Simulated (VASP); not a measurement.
Here is a VASP 6.6.1 calculation.

Contents of INCAR:

```
SYSTEM = SnSe
PREC = Accurate
ENCUT = 500
EDIFF = 1E-6
ISMEAR = 0
SIGMA = 0.01
LREAL = .False.
LASPH = .True.
NELM = 120
ALGO = Normal
ISIF = 2
LWAVE = .False.
LCHARG = .False.
GGA = PS
NBANDS = 17
GGA_COMPAT = .False.
```

The input KPOINTS:

```
Automatic mesh
0
Gamma
  12 12 12
  0 0 0
```

POSCAR

```
SnSe
1.0
    0.0000000000      2.7753959823      2.7753959823
    2.7753959823      0.0000000000      2.7753959823
    2.7753959823      2.7753959823      0.0000000000
Sn Se
1 1
Direct
    0.0000000000      0.0000000000      0.0000000000
    0.5000000000      0.5000000000      0.5000000000
```

Potentials or basis: VASP PAW PBE potentials, release 64 (Sn_d, Se).

Command:

```console
$ cat potpaw_PBE.64/Sn_d/POTCAR potpaw_PBE.64/Se/POTCAR > POTCAR
$ mpirun -np 1 vasp_std > vasp.out
```

**Question.** Estimate the band gap on the k mesh.

**Answer.** 0.11 eV, indirect (least direct gap 0.40 eV).

**Question.** Estimate the pressure.

**Answer.** 18.1 GPa.

Caveat: the PAW data sets were made with another functional, which shifts forces and pressure a little; spin-orbit coupling is left out, which moves the levels of the heavy elements. A k mesh can miss the band edges.
